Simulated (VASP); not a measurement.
# Cu2O (Pn-3m) in VASP: single point with PBE

Aim: the single point of Cu2O with PBE.

Program: VASP 6.6.1. These are calculated values, not measurements. Logs are shortened: lines on timing, memory, paths and dates and some standing lists are left out, and cuts for length are marked.

### Step 1. The cell of the first run

The structure is cubic, space group Pn-3m (No. 224). The conventional cell has a = 4.299 Å, b = 4.299 Å, c = 4.299 Å, α = 90.00°, β = 90.00°, γ = 90.00°. Within 2.5 Å of Cu (site symmetry -3m) lie 2 O at 1.86 Å. Within 2.5 Å of O (site symmetry -43m) lie 4 Cu at 1.86 Å.

### Step 2. Single point, PBE

Contents of INCAR:

```
PREC = Accurate
ENCUT = 600
EDIFF = 1E-6
ISMEAR = 0
SIGMA = 0.02
LREAL = False
LASPH = True
NELM = 120
ALGO = Normal
ISIF = 2
LWAVE = False
LCHARG = True
GGA = PE
LELF = True
LVHAR = True
NBANDS = 37
GGA_COMPAT = False
```

Contents of KPOINTS:

```
Automatic mesh
0
Gamma
  8 8 8
```

Contents of POSCAR:

```
Cu2O
1.0
    4.2989496351      0.0000000000      0.0000000000
    0.0000000000      4.2989496351      0.0000000000
    0.0000000000      0.0000000000      4.2989496351
Cu O
4 2
Direct
    0.2500000000      0.2500000000      0.7500000000
    0.7500000000      0.2500000000      0.2500000000
    0.2500000000      0.7500000000      0.2500000000
    0.7500000000      0.7500000000      0.7500000000
    0.5000000000      0.5000000000      0.5000000000
    0.0000000000      0.0000000000      0.0000000000
```

Potentials or basis: VASP PAW PBE potentials, release 64 (Cu, O).

The run is started by

```bash
cat potpaw_PBE.64/Cu/POTCAR potpaw_PBE.64/O/POTCAR > POTCAR
mpirun -np 1 vasp_std > vasp.out
```

OUTCAR:

```text
PREC = Accurate
   ENCUT = 600
   EDIFF = 1E-6
   ISMEAR = 0
   LREAL = False
   LASPH = True
   NELM = 120
   ISIF = 2
   GGA = PE

 ion  position               nearest neighbor table
   1  0.250  0.250  0.750-   5 1.86   6 1.86
   2  0.750  0.250  0.250-   5 1.86   6 1.86
   3  0.250  0.750  0.250-   5 1.86   6 1.86
   4  0.750  0.750  0.750-   5 1.86   6 1.86
   5  0.500  0.500  0.500-   1 1.86   2 1.86   3 1.86   4 1.86
   6  0.000  0.000  0.000-   1 1.86   2 1.86   3 1.86   4 1.86

  LATTYP: Found a simple cubic cell.
 ALAT       =     4.2989496351

  Lattice vectors:

 A1 = (   4.2989496351,   0.0000000000,   0.0000000000)
 A2 = (   0.0000000000,   4.2989496351,   0.0000000000)
 A3 = (   0.0000000000,   0.0000000000,   4.2989496351)

Analysis of symmetry for initial positions (statically):
=====================================================================
 Subroutine PRICEL returns:
 Original cell was already a primitive cell.

 Routine SETGRP: Setting up the symmetry group for a
 simple cubic supercell.

 Subroutine GETGRP returns: Found 48 space group operations
 (whereof 24 operations were pure point group operations)
 out of a pool of 48 trial point group operations.

The static configuration has the point symmetry T_d .
 The point group associated with its full space group is O_h .

Analysis of symmetry for dynamics (positions and initial velocities):
=====================================================================
 Subroutine PRICEL returns:
 Original cell was already a primitive cell.

 Routine SETGRP: Setting up the symmetry group for a
 simple cubic supercell.

 Subroutine GETGRP returns: Found 48 space group operations
 (whereof 24 operations were pure point group operations)
 out of a pool of 48 trial point group operations.

The dynamic configuration has the point symmetry T_d .
 The point group associated with its full space group is O_h .

 Subroutine INISYM returns: Found 48 space group operations
 (whereof 24 operations are pure point group operations),
 and found     1 'primitive' translations

----------------------------------------------------------------------------------------

                                     Primitive cell

  volume of cell :      79.4488

  direct lattice vectors                    reciprocal lattice vectors
     4.298949635  0.000000000  0.000000000     0.232614961  0.000000000  0.000000000
     0.000000000  4.298949635  0.000000000     0.000000000  0.232614961  0.000000000
     0.000000000  0.000000000  4.298949635     0.000000000  0.000000000  0.232614961

  length of vectors
     4.298949635  4.298949635  4.298949635     0.232614961  0.232614961  0.232614961

  position of ions in fractional coordinates (direct lattice)
     0.250000000  0.250000000  0.750000000
     0.750000000  0.250000000  0.250000000
     0.250000000  0.750000000  0.250000000
     0.750000000  0.750000000  0.750000000
     0.500000000  0.500000000  0.500000000
     0.000000000  0.000000000  0.000000000

  ion indices of the primitive-cell ions
   primitive index   ion index
                 1           1
                 2           2
                 3           3
                 4           4
                 5           5
                 6           6

----------------------------------------------------------------------------------------

 KPOINTS: Automatic mesh

Automatic generation of k-mesh.
 Grid dimensions read from file:
 generate k-points for:    8    8    8

 Generating k-lattice:

  Cartesian coordinates                     Fractional coordinates (reciprocal lattice)
     0.029076870  0.000000000  0.000000000     0.125000000  0.000000000  0.000000000
     0.000000000  0.029076870  0.000000000     0.000000000  0.125000000  0.000000000
     0.000000000  0.000000000  0.029076870     0.000000000  0.000000000  0.125000000

  Length of vectors
     0.029076870  0.029076870  0.029076870

  Shift w.r.t. Gamma in fractional coordinates (k-lattice)
     0.000000000  0.000000000  0.000000000

 Subroutine IBZKPT returns following result:
 ===========================================

 Found     35 irreducible k-points:

 Following reciprocal coordinates:
            Coordinates               Weight
  0.000000  0.000000  0.000000      1.000000
  0.125000  0.000000  0.000000      6.000000
  0.250000  0.000000  0.000000      6.000000
  0.375000  0.000000  0.000000      6.000000
  0.500000  0.000000  0.000000      3.000000
  0.125000  0.125000  0.000000     12.000000
[... 16 lines left out ...]
  0.375000  0.375000  0.125000     24.000000
  0.500000  0.375000  0.125000     24.000000
 [... further k-points ...]
   k-points           NKPTS =     35   k-points in BZ     NKDIM =     35   number of bands    NBANDS=     37
   number of dos      NEDOS =    301   number of ions     NIONS =      6
   total plane-waves  NPLWV =  46656
   dimension x,y,z NGX =    36 NGY =   36 NGZ =   36
   dimension x,y,z NGXF=    72 NGYF=   72 NGZF=   72
   ions per type =               4   2
   NGX,Y,Z   is equivalent  to a cutoff of  13.92, 13.92, 13.92 a.u.
   NGXF,Y,Z  is equivalent  to a cutoff of  27.84, 27.84, 27.84 a.u.
 SYSTEM =  unknown system
   PREC   = accura    normal or accurate (medium, high low for compatibility)
   ISTART =      0    job   : 0-new  1-cont  2-samecut
   ICHARG =      2    charge: 1-file 2-atom 10-const
   ISPIN  =      1    spin polarized calculation?
   LNONCOLLINEAR =      F non collinear calculations
   LSORBIT =      F    spin-orbit coupling
   LASPH  =      T    aspherical Exc in radial PAW
   ENCUT  =  600.0 eV  44.10 Ry    6.64 a.u.   8.59  8.59  8.59*2*pi/ulx,y,z
   NELM   =    120;   NELMIN=  2; NELMDL= -5     # of ELM steps
   EDIFF  = 0.1E-05   stopping-criterion for ELM
   LREAL  =      F    real-space projection
   EDIFFG = 0.1E-04   stopping-criterion for IOM
   NSW    =      0    number of steps for IOM
   IBRION =     -1    ionic relax: 0-MD 1-quasi-New 2-CG
   NFREE  =      0    steps in history (QN), initial steepest desc. (CG)
   ISIF   =      2    stress and relaxation
   ISYM   =      2    0-nonsym 1-usesym 2-fastsym
   POTIM  = 0.5000    time-step for ionic-motion
   TEBEG  =    0.0;   TEEND  =   0.0 temperature during run
   PSTRESS=    0.0 pullay stress
   NELECT =      56.0000    total number of electrons
   NUPDOWN=      -1.0000    fix difference up-down
   EMIN   =  10.00;   EMAX   =-10.00  energy-range for DOS
   EFERMI =   0.00;   METHOD = LEGACY
   ISMEAR =     0;   SIGMA  =   0.02  broadening in eV -4-tet -1-fermi 0-gaus
   EFERMI_NEDOS =   21; number of points for ismear=-14 and -15
   IALGO  =     38    algorithm
   IMIX   =      4    mixing-type and parameters
     AMIX     =   0.40;   BMIX     =  1.00
     AMIX_MAG =   1.60;   BMIX_MAG =  1.00
  volume/ion in A,a.u.               =      13.24        89.36
  Fermi-wavevector in a.u.,A,eV,Ry     =   1.456941  2.753218 28.880755  2.122676
  Thomas-Fermi vector in A             =   2.573800
   LORBIT       =      0    0 simple, 1 ext, 2 COOP (PROOUT), +10 PAW based schemes
   GGA     = PE    functional components
   LHFCALC =     F    Hartree Fock is set to
   AEXX    =    0.0000 exact exchange contribution
   IVDW    =     0    specifies the selected vdW correction
   LEPSILON=     F    determine dielectric tensor
   LRPA    =     F    only Hartree local field effects (RPA)
 non-spin polarized calculation
 Gauss-broadening in eV      SIGMA  =   0.02
  energy-cutoff  :      600.00
  volume of cell :       79.45
 maximum number of plane-waves:      2680
 NGX is ok and might be reduce to    36
   NGX = 17   NGY = 17   NGZ = 17

 number of electron      55.9999966 magnetization

 Free energy of the ion-electron system (eV)
  ---------------------------------------------------
  ext. energy  EPLUGINS =         0.00000000
  ---------------------------------------------------
  free energy    TOTEN  =       -27.29237480 eV

  energy without entropy =      -27.29237480  energy(sigma->0) =      -27.29237480

 E-fermi :   4.6013     XC(G=0): -10.8990

 val. band max:        4.4700589653   @ k =   0.0000   0.0000   0.0000
 cond. band min:       4.9491849238   @ k =   0.0000   0.0000   0.0000
 fundamental gap:      0.4791259586
 Fermi energy:         4.6013448312

 k-point     1 :       0.0000    0.0000    0.0000
  band No.  band energies     occupation
      1     -15.4667      2.00000
      2     -14.7800      2.00000
      3      -2.5448      2.00000
      4      -2.5448      2.00000
      5      -2.5448      2.00000
      6      -0.2228      2.00000
[... 29 lines left out ...]
     36      13.7135      0.00000
     37      13.7135      0.00000

 k-point     2 :       0.1250    0.0000    0.0000
  band No.  band energies     occupation
      1     -15.4402      2.00000
      2     -14.8054      2.00000
      3      -2.5084      2.00000
      4      -2.4885      2.00000
      5      -2.4885      2.00000
      6      -0.6174      2.00000
[... 29 lines left out ...]
     36      13.3498      0.00000
     37      13.3498      0.00000

 k-point     3 :       0.2500    0.0000    0.0000
  band No.  band energies     occupation
      1     -15.3646      2.00000
      2     -14.8783      2.00000
      3      -2.3958      2.00000
      4      -2.3286      2.00000
      5      -2.3286      2.00000
      6      -1.0825      2.00000
[... 29 lines left out ...]
     36      12.7242      0.00000
     37      12.7242      0.00000
[... 761 lines left out ...]
 k-point    23 :       0.3750    0.3750    0.1250
  band No.  band energies     occupation
      1     -15.1876      2.00000
      2     -15.0153      2.00000
      3      -2.6140      2.00000
      4      -2.4648      2.00000
      5      -1.8975      2.00000
      6      -1.2944      2.00000
[... 29 lines left out ...]
     36      14.0529      0.00000
     37      14.8400      0.00000

 k-point    24 :       0.5000    0.3750    0.1250
  band No.  band energies     occupation
      1     -15.1770      2.00000
      2     -15.0204      2.00000
      3      -2.6078      2.00000
      4      -2.5683      2.00000
      5      -1.8560      2.00000
      6      -1.3004      2.00000
[... 29 lines left out ...]
     36      13.6429      0.00000
     37      14.9293      0.00000

 [... further k-points ...]

------------------------ aborting loop because EDIFF is reached ----------------------------------------

  FORCE on cell =-STRESS in cart. coord.  units (eV):
  Direction    XX          YY          ZZ          XY          YZ          ZX
  --------------------------------------------------------------------------------------
  -------------------------------------------------------------------------------------
  Total        0.2886590      0.2886590      0.2886590      0.0000000      0.0000000     -0.0000000
  in kB        5.8211470      5.8211470      5.8211470      0.0000000      0.0000000     -0.0000000
  external PRESSURE =       5.8211470 kB  Pullay stress =       0.0000000 kB

 VOLUME and BASIS-vectors are now :
 -----------------------------------------------------------------------------
  energy-cutoff  :      600.00
  volume of cell :       79.45
      direct lattice vectors                 reciprocal lattice vectors
     4.298949635  0.000000000  0.000000000     0.232614961  0.000000000  0.000000000
     0.000000000  4.298949635  0.000000000     0.000000000  0.232614961  0.000000000
     0.000000000  0.000000000  4.298949635     0.000000000  0.000000000  0.232614961

 POSITION                                       TOTAL-FORCE (eV/Angst)
 -----------------------------------------------------------------------------------
      1.07474      1.07474      3.22421        -0.000000      0.000000     -0.000000
      3.22421      1.07474      1.07474        -0.000000     -0.000000     -0.000000
      1.07474      3.22421      1.07474         0.000000      0.000000      0.000000
      3.22421      3.22421      3.22421         0.000000     -0.000000      0.000000
      2.14947      2.14947      2.14947        -0.000000     -0.000000     -0.000000
      0.00000      0.00000      0.00000        -0.000000     -0.000000     -0.000000
 -----------------------------------------------------------------------------------
    total drift:                                0.000000     -0.000000      0.000000

  FREE ENERGIE OF THE ION-ELECTRON SYSTEM (eV)
  ---------------------------------------------------
  free  energy   TOTEN  =       -27.2923748011 eV

  energy  without entropy=      -27.2923748011  energy(sigma->0) =      -27.29237480
```

Run time: 2.9 min. Hardware: 1 thread of Intel Xeon 8259CL, shared host; peak memory 0.26 GiB.

What came out:

```yaml
Free_energy: -27.2924 eV
Pressure: 0.6 GPa
Band_gap_on_the_k_mesh: 0.48 eV
```

Caveat: semilocal functionals underestimate gaps, and a narrow one can read as zero.
